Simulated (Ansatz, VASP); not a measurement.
## Ge: VASP beside Ansatz

```
CELL_PARAMETERS angstrom
2.99628 -1.98031 0.00000
2.99628 1.98031 0.00000
0.00000 0.00000 8.07819
ATOMIC_POSITIONS crystal
Ge 0.85000 0.15000 0.11700
Ge 0.65000 0.35000 0.61700
Ge 0.15000 0.85000 0.88300
Ge 0.35000 0.65000 0.38300
```

Alike in both runs: task single point; functional PBEsol; k mesh 6 × 6 × 2; occupations gaussian, width 0.1 eV; no spin polarisation.

|  | VASP | Ansatz |
| --- | --- | --- |
| version | VASP 6.6.1 | Ansatz 0.2.0 |
| potentials or method | VASP PAW PBE potentials, release 64 (Ge_d), cutoff 520 eV | scalar-relativistic, plane waves, PAW |
| valence electrons in the cell | 56 | 56 |

Ansatz gave:

* gap on the k mesh at the Fermi level (eV): none
* pressure (GPa): -2.3
* traceless stress, the component that is largest in VASP (GPa): -6.57
* rms of the force components (eV/Å): 1.812

**Question.** What did VASP give for the same quantities?

**Answer.** gap on the k mesh at the Fermi level (eV): none; pressure (GPa): -2.4; traceless stress, the component that is largest in VASP (GPa): -6.54; rms of the force components (eV/Å): 1.806.

VASP's potentials were made for PBE, not for PBEsol. Atom by atom the forces differ by 0.006 eV/Å (rms over components). A gap of «none» marks a metal or a gap that the smearing closes.

The k mesh is coarse, so the values compare programs but aren't converged.
